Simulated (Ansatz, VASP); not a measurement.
## Two plane-wave programs on KF

POSCAR

```
KF
1.0
    0.0000000000      2.6735000000      2.6735000000
    2.6735000000      0.0000000000      2.6735000000
    2.6735000000      2.6735000000      0.0000000000
K F
1 1
Direct
    0.0187020759     -0.0187020759     -0.0187020759
    0.5000000000      0.5000000000      0.5000000000
```

File INCAR.step1:

```
SYSTEM = KF
  PREC = Accurate
  ENCUT = 520
  ISMEAR = 0
  SIGMA = 0.05
  LREAL = .FALSE.
  LASPH = .TRUE.
  NELM = 60
  NBANDS = 15
  GGA = PE
  ALGO = Normal
  EDIFF = 1E-4
  LWAVE = .TRUE.
  LCHARG = .FALSE.
```

Contents of INCAR.step2:

```
SYSTEM = KF
  PREC = Accurate
  ENCUT = 520
  EDIFF = 1E-7
  ISMEAR = 0
  SIGMA = 0.05
  LREAL = .FALSE.
  LASPH = .TRUE.
  NELM = 60
  ALGO = Normal
  ISIF = 2
  LWAVE = .FALSE.
  LCHARG = .TRUE.
  METAGGA = R2SCAN
  LMIXTAU = .TRUE.
  LELF = .TRUE.
  LVHAR = .TRUE.
  NBANDS = 15
  ISTART = 1
```

Contents of KPOINTS:

```
Automatic mesh
0
G
  8 8 8
  0 0 0
```

Input for Ansatz:

```yaml
crystal:
  lattice:
    - [0.0, 2.6735, 2.6735]
    - [2.6735, 0.0, 2.6735]
    - [2.6735, 2.6735, 0.0]
  atoms:
    - { symbol: K, position: [0.0187020759, -0.0187020759, -0.0187020759] }
    - { symbol: F, position: [0.5, 0.5, 0.5] }
basis:
  ecutwfc: 500
kpoints:
  mp_grid: { grid: [8, 8, 8] }
hamiltonian:
  xc: r2scan
scf:
  occupations: { method: gaussian, width: 0.05 }
output:
  forces: true
  stress: true
  eigenvalues: true
  write_density: true
  write_potential: true
  elf: true
  volumetric_format: npy
```

Change from the starting cell: all K atoms moved -0.100 Å, as atom 1 along Cartesian [1 0 0].

Alike in both runs: task single point; functional r2SCAN; k mesh 8 × 8 × 8; occupations gaussian, width 0.05 eV; no spin polarisation.

```csv
,VASP,Ansatz
version,VASP 6.6.1,Ansatz 0.2.0
potentials or method,"VASP PAW PBE potentials, release 64 (K_sv, F), cutoff 520 eV","scalar-relativistic, plane waves, PAW"
valence electrons in the cell,16,16
```

VASP gave:

```
gap on the k mesh at the Fermi level (eV)                     : 6.82
least direct gap on the mesh (eV)                             : 6.82
pressure (GPa)                                                : -0.4
traceless stress, the component that is largest in VASP (GPa) : 0.38
rms of the force components (eV/Å)                            : 0.102
```

Task: Estimate Ansatz's values.

Result: gap on the k mesh at the Fermi level (eV): 6.82; least direct gap on the mesh (eV): 6.82; pressure (GPa): -0.4; traceless stress, the component that is largest in VASP (GPa): 0.36; rms of the force components (eV/Å): 0.098.

VASP's potentials were made for PBE, not for r2SCAN. Atom by atom the forces differ by 0.004 eV/Å (rms over components). The functional is the same, so the differences come from potentials, cutoffs and numerics.
